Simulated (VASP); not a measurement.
# TaN (Fm-3m) in VASP: settings compared

TaN is run at these levels: PBEsol, LDA; tasks: elastic constants.

Everything below comes from runs of VASP 6.6.1. Logs are shortened: lines on timing, memory, paths and dates and some standing lists are left out, and cuts for length are marked.

## (1) The cell of the first run

Symmetry: Fm-3m, No. 225, cubic system. Conventional cell: a = 4.423 Å, b = 4.423 Å, c = 4.423 Å, α = 90.00°, β = 90.00°, γ = 90.00°. Ta (site symmetry m-3m) has 6 N at 2.21 Å within 2.9 Å. Within 2.9 Å of N (site symmetry m-3m) lie 6 Ta at 2.21 Å.

## (2) Elastic constants, PBEsol

Contents of INCAR:

```
ALGO = Normal
EDIFF = 1E-8
ENCUT = 600
GGA = PS
IBRION = 6
ISIF = 3
ISMEAR = -1
LASPH = True
LCHARG = False
LREAL = False
LWAVE = False
NELM = 100
NFREE = 2
NSW = 1
POTIM = 0.015
PREC = Accurate
SIGMA = 0.05
```

Contents of KPOINTS:

```
k-points
0
Gamma
  8 8 8
```

Contents of POSCAR:

```
TaN
1.0
    0.0000000000      2.2113230000      2.2113230000
    2.2113230000      0.0000000000      2.2113230000
    2.2113230000      2.2113230000      0.0000000000
Ta N
1 1
Direct
    0.5000000000      0.5000000000      0.5000000000
    0.0000000000      0.0000000000      0.0000000000
```

Potentials or basis: VASP PAW PBE potentials, release 64 (Ta_pv, N).

The run is started by

```
$ cat potpaw_PBE.64/Ta_pv/POTCAR potpaw_PBE.64/N/POTCAR > POTCAR
$ mpirun -np 1 vasp_std > vasp.out
```

OUTCAR:

```text
EDIFF = 1E-8
   ENCUT = 600
   GGA = PS
   IBRION = 6
   ISIF = 3
   ISMEAR = -1
   LASPH = True
   LREAL = False
   NELM = 100
   NFREE = 2
   NSW = 1
   POTIM = 0.015
   PREC = Accurate

 ion  position               nearest neighbor table
   1  0.500  0.500  0.500-   2 2.21   2 2.21   2 2.21   2 2.21   2 2.21   2 2.21
   2  0.000  0.000  0.000-   1 2.21   1 2.21   1 2.21   1 2.21   1 2.21   1 2.21

  LATTYP: Found a face centered cubic cell.
 ALAT       =     4.4226460000

  Lattice vectors:

 A1 = (   0.0000000000,   2.2113230000,   2.2113230000)
 A2 = (   2.2113230000,   0.0000000000,   2.2113230000)
 A3 = (   2.2113230000,   2.2113230000,   0.0000000000)

Analysis of symmetry for initial positions (statically):
=====================================================================
 Subroutine PRICEL returns:
 Original cell was already a primitive cell.

 Routine SETGRP: Setting up the symmetry group for a
 face centered cubic supercell.

 Subroutine GETGRP returns: Found 48 space group operations
 (whereof 48 operations were pure point group operations)
 out of a pool of 48 trial point group operations.

The static configuration has the point symmetry O_h .

Analysis of symmetry for dynamics (positions and initial velocities):
=====================================================================
 Subroutine PRICEL returns:
 Original cell was already a primitive cell.

 Routine SETGRP: Setting up the symmetry group for a
 face centered cubic supercell.

 Subroutine GETGRP returns: Found 48 space group operations
 (whereof 48 operations were pure point group operations)
 out of a pool of 48 trial point group operations.

The dynamic configuration has the point symmetry O_h .

 Subroutine INISYM returns: Found 48 space group operations
 (whereof 48 operations are pure point group operations),
 and found     1 'primitive' translations

----------------------------------------------------------------------------------------

                                     Primitive cell

  volume of cell :      21.6265

  direct lattice vectors                    reciprocal lattice vectors
     0.000000000  2.211323000  2.211323000    -0.226108985  0.226108985  0.226108985
     2.211323000  0.000000000  2.211323000     0.226108985 -0.226108985  0.226108985
     2.211323000  2.211323000  0.000000000     0.226108985  0.226108985 -0.226108985

  length of vectors
     3.127282977  3.127282977  3.127282977     0.391632251  0.391632251  0.391632251

  position of ions in fractional coordinates (direct lattice)
     0.500000000  0.500000000  0.500000000
     0.000000000  0.000000000  0.000000000

  ion indices of the primitive-cell ions
   primitive index   ion index
                 1           1
                 2           2

----------------------------------------------------------------------------------------

 KPOINTS: k-points

Automatic generation of k-mesh.
 Grid dimensions read from file:
 generate k-points for:    8    8    8

 Generating k-lattice:

  Cartesian coordinates                     Fractional coordinates (reciprocal lattice)
    -0.028263623  0.028263623  0.028263623     0.125000000  0.000000000  0.000000000
     0.028263623 -0.028263623  0.028263623     0.000000000  0.125000000  0.000000000
     0.028263623  0.028263623 -0.028263623     0.000000000  0.000000000  0.125000000

  Length of vectors
     0.048954031  0.048954031  0.048954031

  Shift w.r.t. Gamma in fractional coordinates (k-lattice)
     0.000000000  0.000000000  0.000000000

 Subroutine IBZKPT returns following result:
 ===========================================

 Found     29 irreducible k-points:

 Following reciprocal coordinates:
            Coordinates               Weight
  0.000000  0.000000  0.000000      1.000000
  0.125000  0.000000  0.000000      8.000000
  0.250000  0.000000  0.000000      8.000000
  0.375000  0.000000  0.000000      8.000000
  0.500000  0.000000  0.000000      4.000000
  0.125000  0.125000  0.000000      6.000000
[... 16 lines left out ...]
  0.500000  0.250000  0.125000     48.000000
 -0.375000  0.250000  0.125000     24.000000
 [... further k-points ...]
   k-points           NKPTS =     29   k-points in BZ     NKDIM =     29   number of bands    NBANDS=     12
[... 35 lines left out ...]
   IMIX   =      4    mixing-type and parameters
     AMIX     =   0.40;   BMIX     =  1.00
     AMIX_MAG =   1.60;   BMIX_MAG =  1.00
  volume/ion in A,a.u.               =      10.81        72.97
  Fermi-wavevector in a.u.,A,eV,Ry     =   1.480651  2.798024 29.828417  2.192327
  Thomas-Fermi vector in A             =   2.594659
   LORBIT       =      0    0 simple, 1 ext, 2 COOP (PROOUT), +10 PAW based schemes
   GGA     = PS    functional components
   LHFCALC =     F    Hartree Fock is set to
   AEXX    =    0.0000 exact exchange contribution
   IVDW    =     0    specifies the selected vdW correction
   LEPSILON=     F    determine dielectric tensor
   LRPA    =     F    only Hartree local field effects (RPA)
 finite differences with symmetry
 non-spin polarized calculation
  energy-cutoff  :      600.00
  volume of cell :       21.63
 maximum number of plane-waves:       740
 NGX is ok and might be reduce to    28
   NGX = 13   NGY = 13   NGZ = 13

--------------------------------------- Ionic step        1  -------------------------------------------

 number of electron      15.9999999 magnetization

 Free energy of the ion-electron system (eV)
  ---------------------------------------------------
  ext. energy  EPLUGINS =         0.00000000
  ---------------------------------------------------
  free energy    TOTEN  =       -23.17328983 eV

  energy without entropy =      -23.16596650  energy(sigma->0) =      -23.16962817

------------------------ aborting loop because EDIFF is reached ----------------------------------------

  FORCE on cell =-STRESS in cart. coord.  units (eV):
  Direction    XX          YY          ZZ          XY          YZ          ZX
  --------------------------------------------------------------------------------------
  -------------------------------------------------------------------------------------
  Total       -1.3112785     -1.3112785     -1.3112785      0.0000000     -0.0000000     -0.0000000
  in kB      -97.1446722    -97.1446722    -97.1446722      0.0000000     -0.0000000     -0.0000000
  external PRESSURE =     -97.1446722 kB  Pullay stress =       0.0000000 kB
[... 89 lines left out ...]
  FREE ENERGIE OF THE ION-ELECTRON SYSTEM (eV)
  ---------------------------------------------------
  free  energy   TOTEN  =       -23.1829030600 eV

  energy  without entropy=      -23.1754157461  energy(sigma->0) =      -23.17915940

[... ionic steps 4 to 14 ...]

--------------------------------------- Ionic step       15  -------------------------------------------

 number of electron      15.9999999 magnetization

------------------------ aborting loop because EDIFF is reached ----------------------------------------
[... 67 lines left out ...]
--------------------------------------- Ionic step       17  -------------------------------------------

 number of electron      15.9999999 magnetization

 Free energy of the ion-electron system (eV)
  ---------------------------------------------------
  ext. energy  EPLUGINS =         0.00000000
  ---------------------------------------------------
  free energy    TOTEN  =       -23.17244434 eV

  energy without entropy =      -23.16511428  energy(sigma->0) =      -23.16877931

 E-fermi :   9.2387     XC(G=0): -13.4947

 val. band max:        9.2197201672   @ k =   0.0000   0.0000   0.0000
 cond. band min:       9.3862858048   @ k =   0.5000   0.1250   0.0000
 fundamental gap:      0.1665656376
 Fermi energy:         9.2386509329

 k-point     1 :       0.0000    0.0000    0.0000
  band No.  band energies     occupation
      1     -26.5434      2.00000
      2     -26.5430      2.00000
      3     -26.5430      2.00000
      4      -9.4798      2.00000
      5       5.4359      2.00000
      6       5.4359      2.00000
      7       5.4371      2.00000
      8       7.1069      2.00000
      9       7.1140      2.00000
     10       7.1140      2.00000
     11       9.2126      1.25447
     12       9.2197      1.18708
[... 331 lines left out ...]
 k-point    24 :      -0.3750    0.2500    0.1250
  band No.  band energies     occupation
      1     -27.2256      2.00000
      2     -26.8273      2.00000
      3     -26.6916      2.00000
      4      -7.0641      2.00000
      5       0.1232      2.00000
      6       2.1756      2.00000
      7       2.2684      2.00000
      8       9.3886      0.09494
      9       9.8334      0.00001
     10      11.7460      0.00000
     11      14.2019      0.00000
     12      15.3824      0.00000

 [... further k-points ...]
[... 5 lines left out ...]
  --------------------------------------------------------------------------------------
  -------------------------------------------------------------------------------------
  Total       -1.2978353     -1.3106983     -1.3106983      0.0000000     -0.0000000      0.0000000
  in kB      -96.1487482    -97.1016830    -97.1016830      0.0000000     -0.0000000      0.0000000
  external PRESSURE =     -96.7840381 kB  Pullay stress =       0.0000000 kB
[... 17 lines left out ...]
  FREE ENERGIE OF THE ION-ELECTRON SYSTEM (eV)
  ---------------------------------------------------
  free  energy   TOTEN  =       -23.1724443430 eV

  energy  without entropy=      -23.1651142815  energy(sigma->0) =      -23.16877931

 INTERNAL STRAIN TENSORS FROM STRAINED CELLS
 ============================================

 INTERNAL STRAIN TENSOR FOR ION    1 for displacements in x,y,z  (eV/Angst):
          X           Y           Z          XY          YZ          ZX
  --------------------------------------------------------------------------------
  x     0.00000    -0.00000     0.00000     0.00000    -0.00000    -0.00000
  y     0.00000    -0.00000    -0.00000    -0.00000     0.00000    -0.00000
  z    -0.00000     0.00000     0.00000     0.00000    -0.00000     0.00000

 INTERNAL STRAIN TENSORS FROM DISPLACED ATOMS
 ============================================

 INTERNAL STRAIN TENSOR FOR ION    1 for displacements in x,y,z  (eV/Angst):
          X           Y           Z          XY          YZ          ZX
  --------------------------------------------------------------------------------
  x     0.00000     0.00000     0.00000     0.00000     0.00000     0.00000
  y     0.00000     0.00000     0.00000     0.00000     0.00000     0.00000
  z     0.00000     0.00000     0.00000     0.00000     0.00000     0.00000

 INTERNAL STRAIN TENSOR FOR ION    2 for displacements in x,y,z  (eV/Angst):
          X           Y           Z          XY          YZ          ZX
  --------------------------------------------------------------------------------
  x     0.00000     0.00000     0.00000     0.00000     0.00000     0.00000
  y     0.00000     0.00000     0.00000     0.00000     0.00000     0.00000
  z     0.00000     0.00000     0.00000     0.00000     0.00000     0.00000

 Eigenvectors and eigenvalues of the dynamical matrix
 ----------------------------------------------------

   1 f  =   11.903205 THz    74.790045 2PiTHz  397.048192 cm-1    49.227680 meV
             X         Y         Z           dx          dy          dz
      2.211323  2.211323  2.211323     0.267994    0.000000   -0.000000
      0.000000  0.000000  0.000000    -0.963421    0.000000   -0.000000
[... 21 lines left out ...]
   6 f/i=    0.000047 THz     0.000297 2PiTHz    0.001574 cm-1     0.000195 meV
             X         Y         Z           dx          dy          dz
      2.211323  2.211323  2.211323    -0.898301   -0.238452    0.253723
      0.000000  0.000000  0.000000    -0.249880   -0.066330    0.070578

--------------------------------------------------------------------------------------------------------

 ELASTIC MODULI CONTR FROM IONIC RELAXATION (kBar)
 Direction    XX          YY          ZZ          XY          YZ          ZX
 --------------------------------------------------------------------------------
 XX           0.0000      0.0000      0.0000      0.0000      0.0000      0.0000
 YY           0.0000      0.0000      0.0000      0.0000      0.0000      0.0000
 ZZ           0.0000      0.0000      0.0000      0.0000      0.0000      0.0000
 XY           0.0000      0.0000      0.0000      0.0000      0.0000      0.0000
 YZ           0.0000      0.0000      0.0000      0.0000      0.0000      0.0000
 ZX           0.0000      0.0000      0.0000      0.0000      0.0000      0.0000
 --------------------------------------------------------------------------------

 TOTAL ELASTIC MODULI (kBar)
 Direction    XX          YY          ZZ          XY          YZ          ZX
 --------------------------------------------------------------------------------
 XX        6345.0238   1675.6789   1675.6789     -0.0000     -0.0000      0.0000
 YY        1675.6789   6345.0238   1675.6789     -0.0000      0.0000      0.0000
 ZZ        1675.6789   1675.6789   6345.0238     -0.0000     -0.0000      0.0000
 XY          -0.0000     -0.0000     -0.0000    526.6864     -0.0000      0.0000
 YZ          -0.0000      0.0000     -0.0000     -0.0000    526.6864      0.0000
 ZX           0.0000      0.0000      0.0000      0.0000      0.0000    526.6864
 --------------------------------------------------------------------------------
```

It took 12 min on 1 thread of Intel Xeon 8259CL, shared host; peak memory 0.24 GiB.

What came out:

* Elastic constants C11, C12, C44: 635, 168, 53 GPa
* Voigt bulk modulus: 323 GPa
* Highest phonon frequency at Γ: 397 cm⁻¹

Phonon frequencies in cm⁻¹ (negative: imaginary):
| q point | frequencies |
| --- | --- |
| (0.000, 0.000, 0.000) | 0 0 0 397 397 397 |

Elastic tensor in Voigt notation (GPa, in the Cartesian axes of the cell as first typed):
```
635 168 168   0   0   0
168 635 168   0   0   0
168 168 635   0   0   0
  0   0   0  53   0   0
  0   0   0   0  53   0
  0   0   0   0   0  53
```

Clamped-ion elastic tensor (GPa):
```
635 168 168   0   0   0
168 635 168   0   0   0
168 168 635   0   0   0
  0   0   0  53   0   0
  0   0   0   0  53   0
  0   0   0   0   0  53
```

Caveat: the cell is under stress, which shifts elastic constants; the PAW data sets were made with another functional, which shifts forces and pressure a little; spin-orbit coupling is left out, which moves the levels of the heavy elements.

## (3) Elastic constants, LDA

Contents of INCAR:

```
PREC = Accurate ; ENCUT = 600
EDIFF = 1E-8 ; ISMEAR = -1
SIGMA = 0.05 ; LREAL = F
LASPH = T ; NELM = 60
ALGO = Normal ; ISIF = 3
LWAVE = F ; LCHARG = F
IBRION = 6 ; NFREE = 2
POTIM = 0.015 ; NSW = 1
```

Contents of KPOINTS:

```
Automatic mesh
0
Gamma
  7 7 7
```

POSCAR is that of step 2.

Potentials or basis: VASP PAW LDA potentials, release 64 (Ta_pv, N).

The run is started by

```
$ cat potpaw_LDA.64/Ta_pv/POTCAR potpaw_LDA.64/N/POTCAR > POTCAR
$ mpirun -np 1 vasp_std > vasp.out
```

It took 7.5 min on 1 thread of Intel Xeon 8259CL, shared host; peak memory 0.19 GiB.

It converged, with:

| Property | Result |
| --- | --- |
| Elastic constants C11, C12, C44 | 669, 147, -7 GPa |
| Voigt bulk modulus | 321 GPa |
| Highest phonon frequency at Γ | 232 cm⁻¹ |

Phonon frequencies in cm⁻¹ (negative: imaginary):
| q point | frequencies |
| --- | --- |
| (0.000, 0.000, 0.000) | 0 0 0 232 232 232 |

Elastic tensor in Voigt notation (GPa, in the Cartesian axes of the cell as first typed):
```
669 147 147   0   0   0
147 669 147   0   0   0
147 147 669   0   0   0
  0   0   0  -7   0   0
  0   0   0   0  -7   0
  0   0   0   0   0  -7
```

Clamped-ion elastic tensor (GPa):
```
669 147 147   0   0   0
147 669 147   0   0   0
147 147 669   0   0   0
  0   0   0  -7   0   0
  0   0   0   0  -7   0
  0   0   0   0   0  -7
```

Caveat: the cell is under stress, which shifts elastic constants; the elastic tensor has a negative eigenvalue, so either the cell is unstable as it stands or the mesh is too thin; spin-orbit coupling is left out, which moves the levels of the heavy elements.
